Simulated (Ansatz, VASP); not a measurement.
## One calculation of Ta3B2N, two programs

INCAR

```
SYSTEM = Ta3B2N
PREC = Accurate
ENCUT = 600
EDIFF = 1E-6
ISMEAR = 0
SIGMA = 0.1
LREAL = .FALSE.
LASPH = .TRUE.
NELM = 80
ALGO = Normal
ISIF = 3
LWAVE = .FALSE.
LCHARG = .FALSE.
GGA = PE
IBRION = 2
NSW = 90
EDIFFG = -0.04
```

File KPOINTS:

```
Automatic mesh
0
G
  6 6 6
  0 0 0
```

POSCAR

```
Ta3B2N
1.0
    5.3670496500      0.0000000000      0.0000000000
   -2.6835248200      4.6480013400      0.0000000000
    0.0000000000      0.0000000000      2.9708808600
Ta B N
3 2 1
Direct
    0.5000000000      0.0000000000      0.5000000000
    0.0000000000      0.5000000000      0.5000000000
    0.5000000000      0.5000000000      0.5000000000
    0.6666666700      0.3333333300      0.0000000000
    0.3333333300      0.6666666700      0.0000000000
    0.0000000000      0.0000000000      0.0000000000
```

Input for Ansatz:

```yaml
crystal:
  lattice:
    - [5.36704965, 0.0, 0.0]
    - [-2.68352482, 4.64800134, 0.0]
    - [0.0, 0.0, 2.97088086]
  atoms:
    - { symbol: Ta, position: [0.5, 0.0, 0.5] }
    - { symbol: Ta, position: [0.0, 0.5, 0.5] }
    - { symbol: Ta, position: [0.5, 0.5, 0.5] }
    - { symbol: B, position: [0.66666667, 0.33333333, 0.0] }
    - { symbol: B, position: [0.33333333, 0.66666667, 0.0] }
    - { symbol: "N", position: [0.0, 0.0, 0.0] }
basis:
  ecutwfc: 420
kpoints:
  mp_grid: { grid: [6, 6, 6] }
hamiltonian:
  xc: pbe
scf:
  occupations: { method: gaussian, width: 0.1 }
  lower_state_search: "off"
output:
  forces: true
  stress: true
  eigenvalues: true
relax:
  adjacent_minimum: "off"
  f_tol: 0.04
  max_steps: 70
  cell: { stress_tol: 0.4 }
```

Change from the starting cell: species swapped into the LuB2Ru3 type (P6/mmm, No. 191).

Alike in both runs: task relaxation of cell and atoms; functional PBE; k mesh 6 × 6 × 6; occupations gaussian, width 0.1 eV; no spin polarisation.

|  | VASP | Ansatz |
| --- | --- | --- |
| version | VASP 6.6.1 | Ansatz 0.2.0 |
| potentials or method | VASP PAW PBE potentials, release 64 (Ta_pv, B, N), cutoff 600 eV | scalar-relativistic, plane waves, PAW |
| valence electrons in the cell | 44 | 50 |

|  | VASP | Ansatz | Ansatz less VASP |
| --- | --- | --- | --- |
| gap on the k mesh at the Fermi level, each at its own relaxed structure (eV) | none | none | - |
| relaxed volume (Å³/atom) | 14.88 | 14.88 | +0.004 |
| relaxed cell length with the largest relative difference (Å) | 3.144 | 3.141 | -0.0032 |

A gap of «none» marks a metal or a gap that the smearing closes. VASP's potentials hold 44 valence electrons a cell and Ansatz's 50, so a difference there can come from the potentials and not from the codes.

Neither program's run includes spin-orbit coupling. Noted on VASP's run: the volume moved by over 15 % at a fixed basis, so the end points are rough.
